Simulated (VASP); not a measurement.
# InSb (Fm-3m) in VASP: single point with PBE

Aim: the single point of InSb with PBE.

Program: VASP 6.6.1. These are calculated values, not measurements. Logs are shortened: lines on timing, memory, paths and dates and some standing lists are left out, and cuts for length are marked.

## Step 1: The cell of the first run

The structure is cubic, space group Fm-3m (No. 225). The conventional cell has a = 6.147 Å, b = 6.147 Å, c = 6.147 Å, α = 90.00°, β = 90.00°, γ = 90.00°. In (site symmetry m-3m) has 6 Sb at 3.07 Å within 4.0 Å. Within 4.0 Å of Sb (site symmetry m-3m) lie 6 In at 3.07 Å.

## Step 2: Single point, PBE

Input file INCAR:

```
PREC = Accurate
ENCUT = 520
EDIFF = 1E-6
ISMEAR = -1
SIGMA = 0.0689
LREAL = Auto
LASPH = T
NELM = 60
ALGO = Normal
ISIF = 2
LWAVE = F
LCHARG = T
GGA = PE
LELF = T
LVHAR = T
NBANDS = 86
ISYM = 0
```

Input file KPOINTS:

```
Automatic mesh
0
Gamma
  2 2 2
  0.5 0.5 0.5
```

Input file POSCAR:

```
InSb
1.0
    0.0000000000      6.1470260000     -6.1470260000
   -6.1470260000      0.0000000000     -6.1470260000
   -6.1470260000      6.1470260000      0.0000000000
In Sb
8 8
Direct
    0.5000000000      0.5000000000      0.0000000000
    0.0000000000      0.5000000000      0.0000000000
    0.5000000000      0.0000000000      0.0000000000
    0.0000000000      0.0000000000      0.0000000000
    0.5000000000      0.5000000000      0.5000000000
    0.0000000000      0.5000000000      0.5000000000
    0.5000000000      0.0000000000      0.5000000000
    0.0000000000      0.0000000000      0.5000000000
    0.7500000000      0.7500000000      0.2500000000
    0.2500000000      0.7500000000      0.2500000000
    0.7500000000      0.2500000000      0.2500000000
    0.2500000000      0.2500000000      0.2500000000
    0.7500000000      0.7500000000      0.7500000000
    0.2500000000      0.7500000000      0.7500000000
    0.7500000000      0.2500000000      0.7500000000
    0.2500000000      0.2500000000      0.7500000000
```

Potentials or basis: VASP PAW PBE potentials, release 64 (In_d, Sb).

Run with:

```sh
> cat potpaw_PBE.64/In_d/POTCAR potpaw_PBE.64/Sb/POTCAR > POTCAR
> mpirun -np 1 vasp_std > vasp.out
```

OUTCAR:

```text
PREC = Accurate
   ENCUT = 520
   EDIFF = 1E-6
   ISMEAR = -1
   LREAL = Auto
   LASPH = T
   NELM = 60
   ISIF = 2
   GGA = PE
   ISYM = 0

 ion  position               nearest neighbor table
   1  0.500  0.500  0.000-  10 3.07  11 3.07  12 3.07  13 3.07  14 3.07  15 3.07
   2  0.000  0.500  0.000-   9 3.07  11 3.07  12 3.07  13 3.07  14 3.07  16 3.07
   3  0.500  0.000  0.000-   9 3.07  10 3.07  12 3.07  13 3.07  15 3.07  16 3.07
   4  0.000  0.000  0.000-   9 3.07  10 3.07  11 3.07  14 3.07  15 3.07  16 3.07
   5  0.500  0.500  0.500-   9 3.07  10 3.07  11 3.07  14 3.07  15 3.07  16 3.07
   6  0.000  0.500  0.500-   9 3.07  10 3.07  12 3.07  13 3.07  15 3.07  16 3.07
[... 8 lines left out ...]
  15  0.750  0.250  0.750-   1 3.07   3 3.07   4 3.07   5 3.07   6 3.07   8 3.07
  16  0.250  0.250  0.750-   2 3.07   3 3.07   4 3.07   5 3.07   6 3.07   7 3.07

IMPORTANT INFORMATION: All symmetrisations will be switched off!
NOSYMM: (Re-)initialisation of all symmetry stuff for point group C_1.

----------------------------------------------------------------------------------------

                                     Primitive cell

  volume of cell :     464.5422

  direct lattice vectors                    reciprocal lattice vectors
     0.000000000  6.147026000 -6.147026000     0.081340147  0.081340147 -0.081340147
    -6.147026000  0.000000000 -6.147026000    -0.081340147 -0.081340147 -0.081340147
    -6.147026000  6.147026000  0.000000000    -0.081340147  0.081340147  0.081340147

  length of vectors
     8.693207537  8.693207537  8.693207537     0.140885268  0.140885268  0.140885268

  position of ions in fractional coordinates (direct lattice)
     0.500000000  0.500000000  0.000000000
     0.000000000  0.500000000  0.000000000
     0.500000000  0.000000000  0.000000000
     0.000000000  0.000000000  0.000000000
     0.500000000  0.500000000  0.500000000
     0.000000000  0.500000000  0.500000000
[... 8 lines left out ...]
     0.750000000  0.250000000  0.750000000
     0.250000000  0.250000000  0.750000000

  ion indices of the primitive-cell ions
   primitive index   ion index
                 1           1
                 2           2
                 3           3
                 4           4
                 5           5
                 6           6
[... 8 lines left out ...]
                15          15
                16          16

----------------------------------------------------------------------------------------

 KPOINTS: Automatic mesh

Automatic generation of k-mesh.
 Grid dimensions read from file:
 generate k-points for:    2    2    2

 Generating k-lattice:

  Cartesian coordinates                     Fractional coordinates (reciprocal lattice)
     0.040670074  0.040670074 -0.040670074     0.500000000  0.000000000  0.000000000
    -0.040670074 -0.040670074 -0.040670074     0.000000000  0.500000000  0.000000000
    -0.040670074  0.040670074  0.040670074     0.000000000  0.000000000  0.500000000

  Length of vectors
     0.070442634  0.070442634  0.070442634

  Shift w.r.t. Gamma in fractional coordinates (k-lattice)
     0.500000000  0.500000000  0.500000000

 Subroutine IBZKPT returns following result:
 ===========================================

 Found     16 irreducible k-points:

 Following reciprocal coordinates:
            Coordinates               Weight
  0.250000  0.250000  0.250000      2.000000
  0.250000  0.000000  0.000000      2.000000
  0.000000  0.000000 -0.250000      2.000000
  0.000000  0.250000  0.000000      2.000000
 -0.250000  0.250000  0.250000      2.000000
  0.250000 -0.250000  0.250000      2.000000
[... 8 lines left out ...]
  0.000000  0.250000  0.500000      2.000000
  0.500000  0.250000  0.000000      2.000000
   k-points           NKPTS =     16   k-points in BZ     NKDIM =     16   number of bands    NBANDS=     86
   number of dos      NEDOS =    301   number of ions     NIONS =     16
   total plane-waves  NPLWV = 343000
   dimension x,y,z NGX =    70 NGY =   70 NGZ =   70
   dimension x,y,z NGXF=   140 NGYF=  140 NGZF=  140
   ions per type =               8   8
   NGX,Y,Z   is equivalent  to a cutoff of  13.39, 13.39, 13.39 a.u.
   NGXF,Y,Z  is equivalent  to a cutoff of  26.77, 26.77, 26.77 a.u.
 SYSTEM =  unknown system
   PREC   = accura    normal or accurate (medium, high low for compatibility)
   ISTART =      0    job   : 0-new  1-cont  2-samecut
   ICHARG =      2    charge: 1-file 2-atom 10-const
   ISPIN  =      1    spin polarized calculation?
   LNONCOLLINEAR =      F non collinear calculations
   LSORBIT =      F    spin-orbit coupling
   LASPH  =      T    aspherical Exc in radial PAW
   ENCUT  =  520.0 eV  38.22 Ry    6.18 a.u.  16.16 16.16 16.16*2*pi/ulx,y,z
   NELM   =     60;   NELMIN=  2; NELMDL= -5     # of ELM steps
   EDIFF  = 0.1E-05   stopping-criterion for ELM
   LREAL  =      T    real-space projection
   EDIFFG = 0.1E-04   stopping-criterion for IOM
   NSW    =      0    number of steps for IOM
   IBRION =     -1    ionic relax: 0-MD 1-quasi-New 2-CG
   NFREE  =      0    steps in history (QN), initial steepest desc. (CG)
   ISIF   =      2    stress and relaxation
   ISYM   =      0    0-nonsym 1-usesym 2-fastsym
   POTIM  = 0.5000    time-step for ionic-motion
   TEBEG  =    0.0;   TEEND  =   0.0 temperature during run
   PSTRESS=    0.0 pullay stress
   NELECT =     144.0000    total number of electrons
   NUPDOWN=      -1.0000    fix difference up-down
   EMIN   =  10.00;   EMAX   =-10.00  energy-range for DOS
   EFERMI =   0.00;   METHOD = LEGACY
   ISMEAR =    -1;   SIGMA  =   0.07  broadening in eV -4-tet -1-fermi 0-gaus
   EFERMI_NEDOS =   21; number of points for ismear=-14 and -15
   IALGO  =     38    algorithm
   IMIX   =      4    mixing-type and parameters
     AMIX     =   0.40;   BMIX     =  1.00
     AMIX_MAG =   1.60;   BMIX_MAG =  1.00
  volume/ion in A,a.u.               =      29.03       195.93
  Fermi-wavevector in a.u.,A,eV,Ry     =   1.107951  2.093724 16.701910  1.227556
  Thomas-Fermi vector in A             =   2.244472
   LORBIT       =      0    0 simple, 1 ext, 2 COOP (PROOUT), +10 PAW based schemes
   GGA     = PE    functional components
   LHFCALC =     F    Hartree Fock is set to
   AEXX    =    0.0000 exact exchange contribution
   IVDW    =     0    specifies the selected vdW correction
   LEPSILON=     F    determine dielectric tensor
   LRPA    =     F    only Hartree local field effects (RPA)
 non-spin polarized calculation
  energy-cutoff  :      520.00
  volume of cell :      464.54
 maximum number of plane-waves:     12497
 NGX is ok and might be reduce to    70
   NGX = 33   NGY = 33   NGZ = 33

 number of electron     144.0000029 magnetization

 Free energy of the ion-electron system (eV)
  ---------------------------------------------------
  ext. energy  EPLUGINS =         0.00000000
  ---------------------------------------------------
  free energy    TOTEN  =       -53.98872261 eV

  energy without entropy =      -53.92411900  energy(sigma->0) =      -53.95642081

 E-fermi :   6.5501     XC(G=0):  -9.7093

 val. band max:        6.2240747715   @ k =   0.0000   0.0000  -0.2500
 cond. band min:       6.5525741144   @ k =   0.0000   0.0000  -0.2500
 fundamental gap:      0.3284993430
 Fermi energy:         6.5500876191

 k-point     1 :       0.2500    0.2500    0.2500
  band No.  band energies     occupation
      1      -7.9322      2.00000
      2      -7.9322      2.00000
      3      -7.9322      2.00000
      4      -7.8642      2.00000
      5      -7.8642      2.00000
      6      -7.8642      2.00000
[... 76 lines left out ...]
     83      10.0384      0.00000
     84      10.0392      0.00000

 k-point     2 :       0.2500    0.0000    0.0000
  band No.  band energies     occupation
      1      -7.9322      2.00000
      2      -7.9322      2.00000
      3      -7.9322      2.00000
      4      -7.8642      2.00000
      5      -7.8642      2.00000
      6      -7.8642      2.00000
[... 1207 lines left out ...]
     83       9.8156      0.00000
     84       9.8156      0.00000

 k-point    16 :       0.5000    0.2500    0.0000
  band No.  band energies     occupation
      1      -7.9086      2.00000
      2      -7.9085      2.00000
      3      -7.8942      2.00000
      4      -7.8839      2.00000
      5      -7.8775      2.00000
      6      -7.8775      2.00000
[... 76 lines left out ...]
     83       9.8156      0.00000
     84       9.8156      0.00000
 [bands above 84 left out]

------------------------ aborting loop because EDIFF is reached ----------------------------------------

  FORCE on cell =-STRESS in cart. coord.  units (eV):
  Direction    XX          YY          ZZ          XY          YZ          ZX
  --------------------------------------------------------------------------------------
  -------------------------------------------------------------------------------------
  Total       -1.5266725     -1.5265492     -1.5265349      0.0000161     -0.0000231     -0.0000091
  in kB       -5.2653995     -5.2649741     -5.2649248      0.0000555     -0.0000796     -0.0000313
  external PRESSURE =      -5.2650995 kB  Pullay stress =       0.0000000 kB

 VOLUME and BASIS-vectors are now :
 -----------------------------------------------------------------------------
  energy-cutoff  :      520.00
  volume of cell :      464.54
      direct lattice vectors                 reciprocal lattice vectors
     0.000000000  6.147026000 -6.147026000     0.081340147  0.081340147 -0.081340147
    -6.147026000  0.000000000 -6.147026000    -0.081340147 -0.081340147 -0.081340147
    -6.147026000  6.147026000  0.000000000    -0.081340147  0.081340147  0.081340147

 POSITION                                       TOTAL-FORCE (eV/Angst)
 -----------------------------------------------------------------------------------
     -3.07351      3.07351     -6.14703         0.000001     -0.000002     -0.000003
     -3.07351      0.00000     -3.07351         0.000001     -0.000000      0.000006
      0.00000      3.07351     -3.07351        -0.000004     -0.000000      0.000002
      0.00000      0.00000      0.00000        -0.000005     -0.000005      0.000001
     -6.14703      6.14703     -6.14703         0.000006      0.000002      0.000002
     -6.14703      3.07351     -3.07351         0.000002      0.000001      0.000000
[... 8 lines left out ...]
     -6.14703      9.22054     -6.14703         0.000000     -0.000001      0.000002
     -6.14703      6.14703     -3.07351         0.000002      0.000003     -0.000001
 -----------------------------------------------------------------------------------
    total drift:                               -0.000001     -0.000005      0.000013

  FREE ENERGIE OF THE ION-ELECTRON SYSTEM (eV)
  ---------------------------------------------------
  free  energy   TOTEN  =       -53.9887226148 eV

  energy  without entropy=      -53.9241189983  energy(sigma->0) =      -53.95642081
```

It took 39 min on 1 thread of Intel Xeon 8259CL, shared host; peak memory 0.91 GiB.

Results:

| Quantity | Value |
| --- | --- |
| Free energy | -53.9887 eV |
| Pressure | -0.5 GPa |
| Band gap on the k mesh | zero (filled and empty bands touch) |

Caveat: the k points lie up to 0.44 Å⁻¹ apart; semilocal functionals underestimate gaps, and a narrow one can read as zero; spin-orbit coupling is left out, which moves the levels of the heavy elements.

The gap in the log of VASP goes by the Fermi energy; the results here count the filled bands.